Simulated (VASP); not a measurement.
A run of VASP 6.6.1 is set up as follows.

The input POSCAR:

```
BaTiO3
1.0
    4.0636669038      0.0000000000      0.0000000000
    0.0000000000      2.8925396159      2.9009514217
    0.0000000000     -2.8925396159      2.9009514217
Ba Ti O
1 1 3
Direct
    0.0000000000      0.0000000000      0.0000000000
    0.5000000000      0.5124000000      0.5124000000
    0.0000000000      0.4874000000      0.4874000000
    0.5000000000      0.5052400000      0.9918400000
    0.5000000000      0.9918400000      0.5052400000
```

The input INCAR.step1:

```
SYSTEM = BaTiO3
ALGO = Normal
EDIFF = 1E-4
ENCUT = 520
GGA = PE
ISMEAR = 0
LASPH = .TRUE.
LCHARG = .FALSE.
LREAL = .FALSE.
LWAVE = .TRUE.
NBANDS = 28
NELM = 100
PREC = Accurate
SIGMA = 0.01
```

The input INCAR.step2:

```
SYSTEM = BaTiO3
ALGO = Normal
EDIFF = 1E-6
ENCUT = 520
ISIF = 2
ISMEAR = 0
ISTART = 1
LASPH = .TRUE.
LCHARG = .FALSE.
LMIXTAU = .TRUE.
LREAL = .FALSE.
LWAVE = .FALSE.
METAGGA = R2SCAN
NBANDS = 28
NELM = 100
PREC = Accurate
SIGMA = 0.01
```

KPOINTS

```
k-points
0
G
  6 6 6
  0 0 0
```

Potentials or basis: VASP PAW PBE potentials, release 64 (Ba_sv, Ti_sv, O).

Run with:

```bash
$ cat potpaw_PBE.64/Ba_sv/POTCAR potpaw_PBE.64/Ti_sv/POTCAR potpaw_PBE.64/O/POTCAR > POTCAR
$ cp INCAR.step1 INCAR
$ mpirun -np 1 vasp_std > vasp.out
$ cp INCAR.step2 INCAR
$ mpirun -np 1 vasp_std > vasp.out
```

Q: What does it give for the pressure?

A: -8.3 GPa.

Q: What does it give for the band gap on the k mesh?

A: 2.10 eV, indirect (least direct gap 2.36 eV).

Stress tensor (GPa, compression positive):
```
-8.15  0.00  0.00
 0.00 -8.04  0.00
 0.00  0.00 -8.62
```

Caveat: the PAW data sets were made with another functional, which shifts forces and pressure a little; spin-orbit coupling is left out, which moves the levels of the heavy elements. A k mesh can miss the band edges.
